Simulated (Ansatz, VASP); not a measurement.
## CdTe: VASP beside Ansatz

```
CELL_PARAMETERS angstrom
0.00000 3.31002 3.31002
3.31002 0.00000 3.31002
3.31002 3.31002 0.00000
ATOMIC_POSITIONS crystal
Cd 0.00000 0.00000 0.00000
Te 0.25000 0.25000 0.25000
```

Alike in both runs: task relaxation of cell and atoms; functional PBE; k mesh 8 × 8 × 8; occupations gaussian, width 0.02 eV; no spin polarisation.

```csv
,VASP,Ansatz
version,VASP 6.6.1,Ansatz 0.2.0
potentials or method,"VASP PAW PBE potentials, release 64 (Cd, Te), cutoff 600 eV","scalar-relativistic, plane waves, PAW"
valence electrons in the cell,18,36
```

```tsv
	VASP	Ansatz	Ansatz less VASP
gap on the k mesh at the Fermi level, each at its own relaxed structure (eV)	0.58	0.58	+0.007
relaxed volume (Å³/atom)	36.32	36.27	-0.053
relaxed cell length with the largest relative difference (Å)	4.683	4.681	-0.0023
```

VASP's potentials hold 18 valence electrons a cell and Ansatz's 36, so a difference there can come from the potentials and not from the codes.

Neither program's run includes spin-orbit coupling.
